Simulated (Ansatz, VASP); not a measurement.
## SnSe2: VASP beside Ansatz

```
Sn Se
1.0
     3.81100    0.00000    0.00000
    -1.90550    3.30042    0.00000
     0.00000    0.00000    6.13600
Sn Se
1 2
Direct
  0.00000 0.00000 0.00000
  0.33333 0.66667 0.24900
  0.66667 0.33333 0.75100
```

Alike in both runs: task single point; functional PBE; dispersion D4; k mesh 6 × 6 × 4; occupations gaussian, width 0.1 eV; no spin polarisation.

```csv
,VASP,Ansatz
version,VASP 6.6.1,Ansatz 0.2.0
potentials or method,"VASP PAW PBE potentials, release 64 (Sn_d, Se), cutoff 520 eV","scalar-relativistic, plane waves, PAW"
valence electrons in the cell,26,46
```

|  | VASP | Ansatz | Ansatz less VASP |
| --- | --- | --- | --- |
| gap on the k mesh at the Fermi level (eV) | 0.82 | 0.82 | +0.008 |
| least direct gap on the mesh (eV) | 1.09 | 1.10 | +0.011 |
| pressure (GPa) | 3.3 | 3.2 | -0.09 |
| traceless stress, the component that is largest in VASP (GPa) | 0.94 | 0.94 | -0.002 |
| rms of the force components (eV/Å) | 0.381 | 0.373 | -0.0076 |

Atom by atom the forces differ by 0.008 eV/Å (rms over components). VASP's potentials hold 26 valence electrons a cell and Ansatz's 46, so a difference there can come from the potentials and not from the codes.
